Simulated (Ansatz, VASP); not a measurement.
# Two plane-wave programs on LiH

```
CELL_PARAMETERS angstrom
2.63703 0.00000 0.00000
-1.31852 2.28374 0.00000
0.00000 0.00000 2.55386
ATOMIC_POSITIONS crystal
Li 0.66667 0.33333 0.00000
H 0.00000 0.00000 0.50000
```

Change from the starting cell: species swapped into the CrC type (P-6m2, No. 187).

Alike in both runs: task single point; functional PBE; k mesh 6 × 6 × 6; occupations gaussian, width 0.1 eV; no spin polarisation.

|  | VASP | Ansatz |
| --- | --- | --- |
| version | VASP 6.6.1 | Ansatz 0.2.0 |
| potentials or method | VASP PAW PBE potentials, release 64 (Li_sv, H), cutoff 520 eV | scalar-relativistic, plane waves, PAW |
| valence electrons in the cell | 4 | 4 |

```csv
,VASP,Ansatz,Ansatz less VASP
gap on the k mesh at the Fermi level (eV),1.98,1.98,+0.005
least direct gap on the mesh (eV),4.68,4.69,+0.002
```

With one functional, cell and mesh, what is left measures potentials, basis and numerics.

The k mesh is coarse, so the values compare programs but aren't converged. Noted on VASP's run: the cutoff is short for stress, so the pressure is rough.
